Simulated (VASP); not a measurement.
CuAu: electric field gradients with PBEsol

CuAu:

```
Cu Au
1.0
     2.80930    0.00000    0.00000
     0.00000    2.80930    0.00000
     0.00000    0.00000    3.68219
Cu Au
1 1
Direct
  0.50000 0.50000 0.50000
  0.00000 0.00000 0.00000
```

This cell differs from its parent crystal: volume scaled by 1.01.

* Program: VASP 6.6.1
* Task: electric field gradients
* Functional: PBEsol
* Potentials or basis: VASP PAW PBE potentials, release 64 (Cu, Au)
* Cutoff: 520 eV
* k mesh: 13 × 13 × 10
* Occupations: fermi-dirac, width 0.05 eV
* Spin: no spin polarisation
* Dipole correction: no
* Further INCAR settings: ALGO = Normal; EDIFF = 1e-08; NBANDS = 18

```json
{"Pressure": "-3.5 GPa", "Band gap on the k mesh": "zero (band 11 reaches 12.97 eV, above the bottom of band 12 at 6.61 eV)"}
```

Stress tensor (GPa, compression positive):
```
-3.70  0.00  0.00
 0.00 -3.70  0.00
 0.00  0.00 -3.11
```

Levels at points of the mesh, in eV from the Fermi level:
| k point | band 8 | band 9 | band 10 | band 11 | band 12 | band 13 | band 14 | band 15 |
| --- | --- | --- | --- | --- | --- | --- | --- | --- |
| (0.00, 0.00, 0.00) | -2.14 | -1.70 | -1.47 | -1.47 | 2.03 | 8.00 | 9.96 | 9.96 |
| (0.00, 0.00, 0.50) | -2.76 | -2.36 | -2.34 | -2.34 | -1.98 | 14.32 | 14.53 | 14.53 |

Electric field gradients, principal values (V/Å²):
| atom | least | middle | greatest (by size) |
| --- | --- | --- | --- |
| 1 Cu | 6.792 | 6.792 | -13.584 |
| 2 Au | -38.661 | -38.661 | 77.321 |

Wall time 50 s on 1 thread of Intel Xeon 6975P-C, on a shared host, peak memory 0.22 GiB.

Caveat: without QUAD_EFG the Cq values of the log hold for a quadrupole moment of 1 mb, not for the nuclei; the PAW data sets were made with another functional, which shifts forces and pressure a little; spin-orbit coupling is left out, which moves the levels of the heavy elements.
